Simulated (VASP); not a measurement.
# NiO (Fm-3m) in VASP: a series of runs

The runs below take NiO through single point, with r2SCAN.

All numbers are computed with VASP 6.6.1; they aren't measurements. Logs are shortened: lines on timing, memory, paths and dates and some standing lists are left out, and cuts for length are marked.

## (1) The cell of the first run

The structure is cubic, space group Fm-3m (No. 225). The conventional cell has a = 4.202 Å, b = 4.202 Å, c = 4.202 Å, α = 90.00°, β = 90.00°, γ = 90.00°. Ni (site symmetry m-3m) has 6 O at 2.10 Å within 2.8 Å. Within 2.8 Å of O (site symmetry m-3m) lie 6 Ni at 2.10 Å.

## (2) Single point, r2SCAN

POSCAR reads:

```
NiO
1.0
    0.0000000000      2.1007900000      2.1007900000
    2.1007900000      0.0000000000      2.1007900000
    2.1007900000      2.1007900000      0.0000000000
Ni O
1 1
Direct
    0.0000000000      0.0000000000      0.0000000000
    0.5000000000      0.5000000000      0.5000000000
```

INCAR.step1 reads:

```
PREC = Accurate
ENCUT = 660
ISMEAR = -1
SIGMA = 0.1
LREAL = F
LASPH = T
NELM = 120
NBANDS = 15
GGA = PE
ALGO = Normal
EDIFF = 1E-5
LWAVE = T
LCHARG = F
GGA_COMPAT = F
```

INCAR.step2 reads:

```
PREC = Accurate
ENCUT = 660
EDIFF = 1E-6
ISMEAR = -1
SIGMA = 0.1
LREAL = F
LASPH = T
NELM = 120
ALGO = Normal
ISIF = 2
LWAVE = F
LCHARG = T
METAGGA = R2SCAN
LMIXTAU = T
LELF = T
LVHAR = T
NBANDS = 15
ISTART = 1
GGA_COMPAT = F
```

KPOINTS reads:

```
Automatic mesh
0
Gamma
  2 2 2
```

Potentials or basis: VASP PAW PBE potentials, release 64 (Ni, O).

Launch:

```
cat potpaw_PBE.64/Ni/POTCAR potpaw_PBE.64/O/POTCAR > POTCAR
cp INCAR.step1 INCAR
mpirun -np 1 vasp_std > vasp.out
cp INCAR.step2 INCAR
mpirun -np 1 vasp_std > vasp.out
```

OUTCAR:

```text
PREC = Accurate
   ENCUT = 660
   EDIFF = 1E-6
   ISMEAR = -1
   LREAL = F
   LASPH = T
   NELM = 120
   ISIF = 2
   METAGGA = R2SCAN
   ISTART = 1

 ion  position               nearest neighbor table
   1  0.000  0.000  0.000-   2 2.10   2 2.10   2 2.10   2 2.10   2 2.10   2 2.10
   2  0.500  0.500  0.500-   1 2.10   1 2.10   1 2.10   1 2.10   1 2.10   1 2.10

  LATTYP: Found a face centered cubic cell.
 ALAT       =     4.2015800000

  Lattice vectors:

 A1 = (   0.0000000000,   2.1007900000,   2.1007900000)
 A2 = (   2.1007900000,   0.0000000000,   2.1007900000)
 A3 = (   2.1007900000,   2.1007900000,   0.0000000000)

Analysis of symmetry for initial positions (statically):
[... 33 lines left out ...]
                                     Primitive cell

  volume of cell :      18.5429

  direct lattice vectors                    reciprocal lattice vectors
     0.000000000  2.100790000  2.100790000    -0.238005703  0.238005703  0.238005703
     2.100790000  0.000000000  2.100790000     0.238005703 -0.238005703  0.238005703
     2.100790000  2.100790000  0.000000000     0.238005703  0.238005703 -0.238005703

  length of vectors
     2.970965710  2.970965710  2.970965710     0.412237969  0.412237969  0.412237969

  position of ions in fractional coordinates (direct lattice)
[... 8 lines left out ...]
----------------------------------------------------------------------------------------

 KPOINTS: Automatic mesh

Automatic generation of k-mesh.
 Grid dimensions read from file:
 generate k-points for:    2    2    2

 Generating k-lattice:

  Cartesian coordinates                     Fractional coordinates (reciprocal lattice)
    -0.119002851  0.119002851  0.119002851     0.500000000  0.000000000  0.000000000
     0.119002851 -0.119002851  0.119002851     0.000000000  0.500000000  0.000000000
     0.119002851  0.119002851 -0.119002851     0.000000000  0.000000000  0.500000000

  Length of vectors
     0.206118985  0.206118985  0.206118985

  Shift w.r.t. Gamma in fractional coordinates (k-lattice)
     0.000000000  0.000000000  0.000000000

 Subroutine IBZKPT returns following result:
 ===========================================

 Found      3 irreducible k-points:

 Following reciprocal coordinates:
            Coordinates               Weight
  0.000000  0.000000  0.000000      1.000000
  0.500000  0.000000  0.000000      4.000000
  0.500000  0.500000  0.000000      3.000000
   k-points           NKPTS =      3   k-points in BZ     NKDIM =      3   number of bands    NBANDS=     15
   number of dos      NEDOS =    301   number of ions     NIONS =      2
   total plane-waves  NPLWV =  21952
   dimension x,y,z NGX =    28 NGY =   28 NGZ =   28
   dimension x,y,z NGXF=    56 NGYF=   56 NGZF=   56
   ions per type =               1   1
   NGX,Y,Z   is equivalent  to a cutoff of  15.67, 15.67, 15.67 a.u.
   NGXF,Y,Z  is equivalent  to a cutoff of  31.34, 31.34, 31.34 a.u.
 SYSTEM =  unknown system
   PREC   = accura    normal or accurate (medium, high low for compatibility)
   ISTART =      1    job   : 0-new  1-cont  2-samecut
   ICHARG =      0    charge: 1-file 2-atom 10-const
   ISPIN  =      1    spin polarized calculation?
   LNONCOLLINEAR =      F non collinear calculations
   LSORBIT =      F    spin-orbit coupling
   LASPH  =      T    aspherical Exc in radial PAW
   ENCUT  =  660.0 eV  48.51 Ry    6.96 a.u.   6.22  6.22  6.22*2*pi/ulx,y,z
   NELM   =    120;   NELMIN=  2; NELMDL=  0     # of ELM steps
   EDIFF  = 0.1E-05   stopping-criterion for ELM
   LREAL  =      F    real-space projection
   EDIFFG = 0.1E-04   stopping-criterion for IOM
   NSW    =      0    number of steps for IOM
   IBRION =     -1    ionic relax: 0-MD 1-quasi-New 2-CG
   NFREE  =      0    steps in history (QN), initial steepest desc. (CG)
   ISIF   =      2    stress and relaxation
   ISYM   =      2    0-nonsym 1-usesym 2-fastsym
   POTIM  = 0.5000    time-step for ionic-motion
   TEBEG  =    0.0;   TEEND  =   0.0 temperature during run
   PSTRESS=    0.0 pullay stress
   NELECT =      16.0000    total number of electrons
   NUPDOWN=      -1.0000    fix difference up-down
   EMIN   =  10.00;   EMAX   =-10.00  energy-range for DOS
   EFERMI =   0.00;   METHOD = LEGACY
   ISMEAR =    -1;   SIGMA  =   0.10  broadening in eV -4-tet -1-fermi 0-gaus
   EFERMI_NEDOS =   21; number of points for ismear=-14 and -15
   IALGO  =     38    algorithm
   IMIX   =      4    mixing-type and parameters
     AMIX     =   0.40;   BMIX     =  1.00
     AMIX_MAG =   1.60;   BMIX_MAG =  1.00
  volume/ion in A,a.u.               =       9.27        62.57
  Fermi-wavevector in a.u.,A,eV,Ry     =   1.558555  2.945242 33.049834  2.429094
  Thomas-Fermi vector in A             =   2.662043
   LORBIT       =      0    0 simple, 1 ext, 2 COOP (PROOUT), +10 PAW based schemes
   METAGGA = R2SCAN    functional components
   LHFCALC =     F    Hartree Fock is set to
   AEXX    =    0.0000 exact exchange contribution
   IVDW    =     0    specifies the selected vdW correction
   LEPSILON=     F    determine dielectric tensor
   LRPA    =     F    only Hartree local field effects (RPA)
 non-spin polarized calculation
  energy-cutoff  :      660.00
  volume of cell :       18.54
 maximum number of plane-waves:       725
 NGX is ok and might be reduce to    28
   NGX = 13   NGY = 13   NGZ = 13

 number of electron      15.9999998 magnetization

 Free energy of the ion-electron system (eV)
  ---------------------------------------------------
  ext. energy  EPLUGINS =         0.00000000
  ---------------------------------------------------
  free energy    TOTEN  =       -19.60010698 eV

  energy without entropy =      -19.59978543  energy(sigma->0) =      -19.59994621

 E-fermi :   8.1350     XC(G=0): -13.2432

 val. band max:        7.2860569265   @ k =   0.5000   0.5000   0.0000
 cond. band min:       9.0784782193   @ k =   0.5000   0.0000   0.0000
 fundamental gap:      1.7924212928
 Fermi energy:         8.1349549916

 k-point     1 :       0.0000    0.0000    0.0000
  band No.  band energies     occupation
      1     -13.9864      2.00000
      2       4.1801      2.00000
      3       4.1801      2.00000
      4       4.1801      2.00000
      5       5.7122      2.00000
      6       5.7122      2.00000
      7       5.7123      2.00000
      8       6.4079      2.00000
      9       6.4079      2.00000
     10       9.5090      0.00000
     11      25.9899      0.00000
     12      27.1392      0.00000
     13      27.1392      0.00000
     14      27.1392      0.00000
     15      30.8826      0.00000

 k-point     2 :       0.5000    0.0000    0.0000
  band No.  band energies     occupation
      1     -12.7436      2.00000
      2      -0.7440      2.00000
      3       2.0230      2.00000
      4       2.0230      2.00000
      5       6.5252      2.00000
      6       6.5253      2.00000
      7       6.8566      1.99999
      8       9.0785      0.00016
      9       9.0785      0.00016
     10      13.6833      0.00000
     11      18.1583      0.00000
     12      22.3372      0.00000
     13      22.3372      0.00000
     14      29.6467      0.00000
     15      34.2673      0.00000

 k-point     3 :       0.5000    0.5000    0.0000
  band No.  band energies     occupation
      1     -12.6757      2.00000
      2       0.4241      2.00000
      3       2.9219      2.00000
      4       2.9219      2.00000
      5       4.7956      2.00000
      6       6.7534      2.00000
      7       6.7534      2.00000
      8       6.7974      2.00000
      9       7.2861      1.99959
     10      14.4243      0.00000
     11      18.7243      0.00000
     12      20.4126      0.00000
     13      25.0325      0.00000
     14      25.0325      0.00000
     15      36.9496      0.00000

------------------------ aborting loop because EDIFF is reached ----------------------------------------

  FORCE on cell =-STRESS in cart. coord.  units (eV):
  Direction    XX          YY          ZZ          XY          YZ          ZX
  --------------------------------------------------------------------------------------
  -------------------------------------------------------------------------------------
  Total       -2.3173317     -2.3173317     -2.3173317      0.0000000     -0.0000000      0.0000000
  in kB     -200.2261840   -200.2261840   -200.2261840      0.0000000     -0.0000000      0.0000000
  external PRESSURE =    -200.2261840 kB  Pullay stress =       0.0000000 kB

 VOLUME and BASIS-vectors are now :
 -----------------------------------------------------------------------------
  energy-cutoff  :      660.00
  volume of cell :       18.54
      direct lattice vectors                 reciprocal lattice vectors
     0.000000000  2.100790000  2.100790000    -0.238005703  0.238005703  0.238005703
     2.100790000  0.000000000  2.100790000     0.238005703 -0.238005703  0.238005703
     2.100790000  2.100790000  0.000000000     0.238005703  0.238005703 -0.238005703

 POSITION                                       TOTAL-FORCE (eV/Angst)
 -----------------------------------------------------------------------------------
      0.00000      0.00000      0.00000        -0.000000     -0.000000     -0.000000
      2.10079      2.10079      2.10079         0.000000      0.000000      0.000000
 -----------------------------------------------------------------------------------
    total drift:                                0.000000      0.000000      0.000000

  FREE ENERGIE OF THE ION-ELECTRON SYSTEM (eV)
  ---------------------------------------------------
  free  energy   TOTEN  =       -19.6001069848 eV

  energy  without entropy=      -19.5997854301  energy(sigma->0) =      -19.59994621
```

Run time: 16 s. Hardware: 1 thread of Intel Xeon Platinum 8488C (Sapphire Rapids), shared host; peak memory 0.16 GiB.

Results:

* Free energy: -19.6001 eV
* Pressure: -20.0 GPa
* Band gap on the k mesh: zero (band 8 reaches 9.08 eV, above the bottom of band 9 at 6.41 eV)

Levels at points of the mesh, in eV from the Fermi level:
| k point | band 5 | band 6 | band 7 | band 8 | band 9 | band 10 | band 11 | band 12 | band 13 | band 14 |
| --- | --- | --- | --- | --- | --- | --- | --- | --- | --- | --- |
| (0.00, 0.00, 0.00) | -2.42 | -2.42 | -2.42 | -1.73 | -1.73 | 1.37 | 17.85 | 19.00 | 19.00 | 19.00 |
| (0.50, 0.00, 0.00) | -1.61 | -1.61 | -1.28 | 0.94 | 0.94 | 5.55 | 10.02 | 14.20 | 14.20 | 21.51 |
| (0.50, 0.50, 0.00) | -3.34 | -1.38 | -1.38 | -1.34 | -0.85 | 6.29 | 10.59 | 12.28 | 16.90 | 16.90 |

Caveat: the k points lie up to 1.30 Å⁻¹ apart; the PAW data sets were made with another functional, which shifts forces and pressure a little; the run has no spin polarisation, though such a crystal can be magnetic; semilocal functionals often make such compounds metallic where correlation or magnetic order opens a gap, which also shifts bond lengths. Spin polarisation is off, so any magnetic state and its effect on volume and gap are missing.

## (3) Single point, r2SCAN, collinear spin, ferromagnetic start

POSCAR is that of step 2.

INCAR.step1 reads:

```
PREC = Accurate
ENCUT = 660
ISMEAR = -1
SIGMA = 0.1
LREAL = False
LASPH = True
NELM = 200
ISPIN = 2
MAGMOM = 2 0
LMAXMIX = 4
NBANDS = 19
GGA = PE
ALGO = Normal
EDIFF = 1E-5
LWAVE = True
LCHARG = False
GGA_COMPAT = False
```

INCAR.step2 reads:

```
PREC = Accurate
ENCUT = 660
EDIFF = 1E-6
ISMEAR = -1
SIGMA = 0.1
LREAL = False
LASPH = True
NELM = 200
ALGO = Normal
ISIF = 2
LWAVE = False
LCHARG = False
ISPIN = 2
MAGMOM = 2 0
LORBIT = 11
LMAXMIX = 4
METAGGA = R2SCAN
LMIXTAU = True
NBANDS = 19
ISTART = 1
GGA_COMPAT = False
```

KPOINTS is that of step 2.

Potentials or basis: VASP PAW PBE potentials, release 64 (Ni, O).

Launch:

```
cat potpaw_PBE.64/Ni/POTCAR potpaw_PBE.64/O/POTCAR > POTCAR
cp INCAR.step1 INCAR
mpirun -np 1 vasp_std > vasp.out
cp INCAR.step2 INCAR
mpirun -np 1 vasp_std > vasp.out
```

It took 32 s on 1 thread of Intel Xeon Platinum 8488C (Sapphire Rapids), shared host; peak memory 0.18 GiB.

The run converged. Its results:

```
Free energy                                           : -19.6001 eV
Pressure                                              : -20.0 GPa
Band gap on the k mesh                                : zero (filled and empty bands overlap)
Net moment                                            : 0.00 μB per cell
Valence electrons inside the program's atomic spheres : Ni 9.06; O 4.96
```

Levels at points of the mesh, in eV from the Fermi level:
Spin up:
| k point | band 7 | band 8 | band 9 | band 10 | band 11 | band 12 |
| --- | --- | --- | --- | --- | --- | --- |
| (0.00, 0.00, 0.00) | -2.42 | -1.73 | -1.73 | 1.37 | 17.85 | 19.00 |
| (0.50, 0.00, 0.00) | -1.28 | 0.94 | 0.94 | 5.55 | 10.02 | 14.20 |
| (0.50, 0.50, 0.00) | -1.38 | -1.34 | -0.85 | 6.29 | 10.59 | 12.28 |
Spin down:
```csv
k point,band 6,band 7,band 8,band 9,band 10,band 11,band 12,band 13
"(0.00, 0.00, 0.00)",-2.42,-2.42,-1.73,-1.73,1.37,17.85,19.00,19.00
"(0.50, 0.00, 0.00)",-1.61,-1.28,0.94,0.94,5.55,10.02,14.20,14.20
"(0.50, 0.50, 0.00)",-1.38,-1.38,-1.34,-0.85,6.29,10.59,12.28,16.90
```

Caveat: the k points lie up to 1.30 Å⁻¹ apart; the starting moments collapsed, and a magnetic state may lie lower; the PAW data sets were made with another functional, which shifts forces and pressure a little; semilocal functionals often make such compounds metallic where correlation or magnetic order opens a gap, which also shifts bond lengths. With open d or f shells a metallic result of r2SCAN can be an artefact of self-interaction; +U or a hybrid may open a gap.
